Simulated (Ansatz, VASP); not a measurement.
# One calculation of Ag, two programs

INCAR

```
SYSTEM = Ag
ALGO = Normal
EDIFF = 1E-8
ENCUT = 520
ISIF = 2
ISMEAR = -1
LASPH = .TRUE.
LCHARG = .FALSE.
LEFG = .TRUE.
LREAL = .FALSE.
LWAVE = .FALSE.
NBANDS = 12
NELM = 80
PREC = Accurate
SIGMA = 0.05
```

The input KPOINTS:

```
k-points
0
G
  15 15 15
  0 0 0
```

The input POSCAR:

```
Ag
1.0
    0.0000000000      2.0362668386      2.0362668386
    2.0362668386      0.0000000000      2.0362668386
    2.0362668386      2.0362668386      0.0000000000
Ag
1
Direct
    0.0000000000      0.0000000000      0.0000000000
```

Input for Ansatz:

```yaml
crystal:
  lattice:
    - [0.0, 2.0362668386, 2.0362668386]
    - [2.0362668386, 0.0, 2.0362668386]
    - [2.0362668386, 2.0362668386, 0.0]
  atoms:
    - { symbol: Ag, position: [0.0, 0.0, 0.0] }
kpoints:
  mp_grid: { grid: [15, 15, 15] }
scf:
  occupations: { method: fermi_dirac, width: 0.05 }
hamiltonian:
  xc: lda
  pseudopotentials: { kind: all_electron, datasets: crystal }
output:
  forces: true
  stress: true
  eigenvalues: true
  efg: { contact_densities: true }
```

Change from the starting cell: volume scaled by 0.99, crystal datasets.

Alike in both runs: task electric field gradients; functional LDA; k mesh 15 × 15 × 15; occupations fermi-dirac, width 0.05 eV; no spin polarisation.

|  | VASP | Ansatz |
| --- | --- | --- |
| version | VASP 6.6.1 | Ansatz 0.2.0 |
| potentials or method | VASP PAW LDA potentials, release 64 (Ag), cutoff 520 eV | all-electron PAW with datasets made for the crystal, scalar-relativistic |

Ansatz gave:

| Property | Result |
| --- | --- |
| pressure (GPa) | -6.5 |

Which values does VASP return?

Pressure (GPa): -6.3.

LDA's correlation is that of Perdew and Zunger in VASP and of Perdew and Wang (1992) in Ansatz. Ansatz ran all-electron here, and VASP with PAW potentials.
